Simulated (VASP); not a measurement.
P: single point with PBEsol

P:

```
P
1.0
     3.22729    0.00000    0.00000
    -1.61365    2.79492    0.00000
     0.00000    0.00000    3.17499
P
2
Cartesian
  0.0000 1.8633 0.7937
  1.6136 0.9316 2.3812
```

This isn't the form of P at room conditions, which is orthorhombic.

```yaml
Program: VASP 6.6.1
Task: single point
Functional: PBEsol
Potentials_or_basis: VASP PAW PBE potentials, release 64 (P)
Cutoff: 500 eV
k_mesh: 6 × 6 × 6
Occupations: gaussian, width 0.1 eV
Spin: no spin polarisation
```

```json
{
  "Pressure": "0.1 GPa",
  "Band gap on the k mesh": "zero (bands 5 and 6 overlap by 5.96 eV)"
}
```

Levels at points of the mesh, in eV from the Fermi level:
| k point | band 1 | band 2 | band 3 | band 4 | band 5 | band 6 | band 7 | band 8 | band 9 | band 10 |
| --- | --- | --- | --- | --- | --- | --- | --- | --- | --- | --- |
| (0.00, 0.00, 0.00) | -16.69 | -4.08 | -2.91 | -1.64 | -1.64 | 2.38 | 2.38 | 2.67 | 8.75 | 8.77 |
| (0.50, 0.00, 0.00) | -13.34 | -11.22 | -4.07 | -1.44 | -1.24 | 1.20 | 3.06 | 3.12 | 7.06 | 9.56 |
| (0.00, 0.00, 0.50) | -13.22 | -13.22 | 1.22 | 1.22 | 1.22 | 1.22 | 3.57 | 3.57 | 7.20 | 7.20 |
| (0.50, 0.00, 0.50) | -10.14 | -10.14 | -7.45 | -7.45 | -0.85 | -0.85 | 2.65 | 2.65 | 13.75 | 13.75 |

It took 12 s on 1 thread of AMD EPYC 7R43 64-Core Processor (Zen 3), with other jobs on the host, peak memory 0.09 GiB.

Caveat: the k points lie up to 0.37 Å⁻¹ apart, too coarse for converged energies and pressures of a metal; the PAW data sets were made with another functional, which shifts forces and pressure a little.
